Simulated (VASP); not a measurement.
Wanted: the native input for a VASP 6.6.1 run.

| Property | Result |
| --- | --- |
| Task | single point |
| Functional | PBE |
| Potentials or basis | VASP PAW PBE potentials, release 64 (Ti_sv) |
| Cutoff | 520 eV |
| k mesh | 14 × 14 × 14 |
| Occupations | fermi-dirac, width 0.05 eV |
| Spin | no spin polarisation |
| Dipole correction | no |
| Further INCAR settings | ALGO = Normal; EDIFF = 1e-07; NBANDS = 12 |

The structure of Ti lies in POSCAR:

```
Ti
1.0
   -1.6410000000      1.6410000000      1.6410000000
    1.6410000000     -1.6410000000      1.6410000000
    1.6410000000      1.6410000000     -1.6410000000
Ti
1
Direct
    0.0000000000      0.0000000000      0.0000000000
```

This isn't the form of Ti at room conditions, which is hcp.

One way to write it, as run:

INCAR

```
SYSTEM = Ti
PREC     = Accurate       ! precision mode
ENCUT    = 520            ! plane-wave cutoff, eV
EDIFF    = 1E-7           ! SCF threshold, eV
ISMEAR   = -1             ! smearing method
SIGMA    = 0.05           ! smearing width, eV
LREAL    = .False.        ! projectors in reciprocal space
LASPH    = .True.         ! aspherical terms in the spheres
NELM     = 80             ! most SCF steps
ALGO     = Normal         ! electronic algorithm
ISIF     = 2              ! what is computed and relaxed
LWAVE    = .False.        ! write WAVECAR
LCHARG   = .False.        ! write CHGCAR
GGA      = PE             ! functional
NBANDS   = 12             ! bands
```

KPOINTS

```
Automatic mesh
0
Gamma
  14 14 14
  0 0 0
```

Potentials or basis: VASP PAW PBE potentials, release 64 (Ti_sv).

Run with:

```sh
$ cat potpaw_PBE.64/Ti_sv/POTCAR > POTCAR
$ mpirun -np 1 vasp_std > vasp.out
```

Results of the run:

- Pressure: -2.6 GPa
- Band gap on the k mesh: zero (bands 6 and 7 overlap by 1.63 eV)

Run time: 27 s on 1 thread of Intel Xeon 8259CL (shared host), peak memory 0.15 GiB.
